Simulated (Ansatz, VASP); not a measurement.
**Sc3BN2 in VASP and in Ansatz**

Contents of INCAR:

```
PREC = Accurate
ENCUT = 520
EDIFF = 1E-6
ISMEAR = 0
SIGMA = 0.1
LREAL = F
LASPH = T
NELM = 100
ALGO = Normal
ISIF = 2
LWAVE = F
LCHARG = F
GGA = PE
NBANDS = 32
```

The input KPOINTS:

```
regular mesh
0
Gamma
  6 6 4
```

File POSCAR:

```
Sc3BN2
1.0
    4.8591883800      0.0000000000      0.0000000000
   -2.4295941900      4.2081805800      0.0000000000
    0.0000000000      0.0000000000      4.9921081400
Sc B N
3 1 2
Direct
    0.3333333300      0.6666666700      0.5000000000
    0.6666666700      0.3333333300      0.5000000000
    0.0000000000      0.0000000000      0.5000000000
    0.0000000000      0.0000000000      0.0000000000
    0.3333333300      0.6666666700      0.0000000000
    0.6666666700      0.3333333300      0.0000000000
```

Input for Ansatz:

```yaml
crystal:
  lattice:
    - [4.85918838, 0.0, 0.0]
    - [-2.42959419, 4.20818058, 0.0]
    - [0.0, 0.0, 4.99210814]
  atoms:
    - { symbol: Sc, position: [0.33333333, 0.66666667, 0.5] }
    - { symbol: Sc, position: [0.66666667, 0.33333333, 0.5] }
    - { symbol: Sc, position: [0.0, 0.0, 0.5] }
    - { symbol: B, position: [0.0, 0.0, 0.0] }
    - { symbol: "N", position: [0.33333333, 0.66666667, 0.0] }
    - { symbol: "N", position: [0.66666667, 0.33333333, 0.0] }
basis:
  ecutwfc: 420
kpoints:
  mp_grid: { grid: [6, 6, 4] }
hamiltonian:
  xc: pbe
scf:
  occupations: { method: gaussian, width: 0.1 }
  lower_state_search: "off"
output:
  forces: true
  stress: true
  eigenvalues: true
```

Alike in both runs: task single point; functional PBE; k mesh 6 × 6 × 4; occupations gaussian, width 0.1 eV; no spin polarisation.

|  | VASP | Ansatz |
| --- | --- | --- |
| version | VASP 6.6.1 | Ansatz 0.2.0 |
| potentials or method | VASP PAW PBE potentials, release 64 (Sc_sv, B, N), cutoff 520 eV | scalar-relativistic, plane waves, PAW |
| valence electrons in the cell | 46 | 46 |

|  | VASP | Ansatz | Ansatz less VASP |
| --- | --- | --- | --- |
| gap on the k mesh at the Fermi level (eV) | none | none | - |
| pressure (GPa) | -3.9 | -4.0 | -0.08 |
| traceless stress, the component that is largest in VASP (GPa) | -32.48 | -32.55 | -0.075 |

A gap of «none» marks a metal or a gap that the smearing closes.
